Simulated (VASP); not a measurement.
Wanted: the native input for a VASP 6.6.1 run.

```
Task                   : single point
Functional             : LDA
Potentials or basis    : VASP PAW LDA potentials, release 64 (B, As)
Cutoff                 : 520 eV
k mesh                 : 10 × 10 × 10
Occupations            : gaussian, width 0.05 eV
Spin                   : no spin polarisation
Dipole correction      : no
Further INCAR settings : ALGO = Normal; EDIFF = 1e-07; NBANDS = 11
```

The structure of BAs lies in POSCAR:

```
BAs
1.0
    0.0000000000      2.3885000000      2.3885000000
    2.3885000000      0.0000000000      2.3885000000
    2.3885000000      2.3885000000      0.0000000000
B As
1 1
Direct
    0.0000000000      0.0000000000      0.0000000000
    0.7500000000      0.7500000000      0.7500000000
```

The input as run:

INCAR

```
SYSTEM = BAs
PREC = Accurate
ENCUT = 520
EDIFF = 1E-7
ISMEAR = 0
SIGMA = 0.05
LREAL = .FALSE.
LASPH = .TRUE.
NELM = 80
ALGO = Normal
ISIF = 2
LWAVE = .FALSE.
LCHARG = .FALSE.
NBANDS = 11
```

KPOINTS

```
Automatic mesh
0
G
  10 10 10
  0 0 0
```

Potentials or basis: VASP PAW LDA potentials, release 64 (B, As).

Run with:

```sh
$ cat potpaw_LDA.64/B/POTCAR potpaw_LDA.64/As/POTCAR > POTCAR
$ mpirun -np 1 vasp_std > vasp.out
```

Results of the run:

The pressure is -3.1 GPa and the band gap on the k mesh is 1.12 eV, indirect (least direct gap 3.25 eV).

It took 8.1 s on 1 thread of Intel(R) Xeon(R) Platinum 8488C (Sapphire Rapids), with other jobs on the host, peak memory 0.15 GiB.
